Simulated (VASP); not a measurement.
Write the native input for VASP 6.6.1 that does the following.

```yaml
Task: single point
Functional: LDA
Potentials_or_basis: VASP PAW LDA potentials, release 64 (Ni, Ag, O)
Cutoff: 520 eV
k_mesh: 10 × 10 × 2
Occupations: fermi-dirac, width 0.05 eV
Spin: collinear spin, ferromagnetic start
Starting_moments: "[1.5, 1.5, 0.0, 0.0, 0.0, 0.0, 0.0, 0.0] μB"
Dipole_correction: no
Further_INCAR_settings: ALGO = Normal; EDIFF = 1e-06; NBANDS = 47
```

The structure of NiAgO2 lies in POSCAR:

```
NiAgO2
1.0
    2.9991627990     -0.0000002887      0.0000000000
   -1.4995811495      2.5973513184      0.0000000000
    0.0000000000      0.0000000000     12.3151270000
Ni Ag O
2 2 4
Direct
    0.0000000000      0.0000000000      0.5000000000
    0.0000000000      0.0000000000      0.0000000000
    0.6666666667      0.3333333333      0.7500000000
    0.3333333333      0.6666666667      0.2500000000
    0.3333333333      0.6666666667      0.4240505910
    0.6666666667      0.3333333333      0.9240505910
    0.6666666667      0.3333333333      0.5759494090
    0.3333333333      0.6666666667      0.0759494090
```

These files were run (other wordings do the same):

INCAR

```
PREC = Accurate
ENCUT = 520
EDIFF = 1E-6
ISMEAR = -1
SIGMA = 0.05
LREAL = False
LASPH = True
NELM = 150
ALGO = Normal
ISIF = 2
LWAVE = False
LCHARG = False
ISPIN = 2
MAGMOM = 1.5 1.5 0 0 0 0 0 0
LORBIT = 11
LMAXMIX = 4
NBANDS = 47
```

KPOINTS

```
regular mesh
0
Gamma
  10 10 2
```

Potentials or basis: VASP PAW LDA potentials, release 64 (Ni, Ag, O).

Command:

```console
$ cat potpaw_LDA.64/Ni/POTCAR potpaw_LDA.64/Ag/POTCAR potpaw_LDA.64/O/POTCAR > POTCAR
$ mpirun -np 1 vasp_std > vasp.out
```

It gave:

| Item | Value |
| --- | --- |
| Pressure | -16.3 GPa |
| Largest force | 0.025 eV/Å |
| Net moment | 0.70 μB per cell |
| Site moments | Ni +0.25; Ag +0.01; O +0.04 μB |
| Valence electrons inside the program's atomic spheres | Ni 9.22; Ag 9.77; O 4.88 |

Caveat: the cell stands under tension.

It took 5 min on 1 thread of Intel(R) Xeon(R) Platinum 8259CL CPU @ 2.50GHz (Skylake/Cascade Lake), on a shared host, peak memory 0.32 GiB.
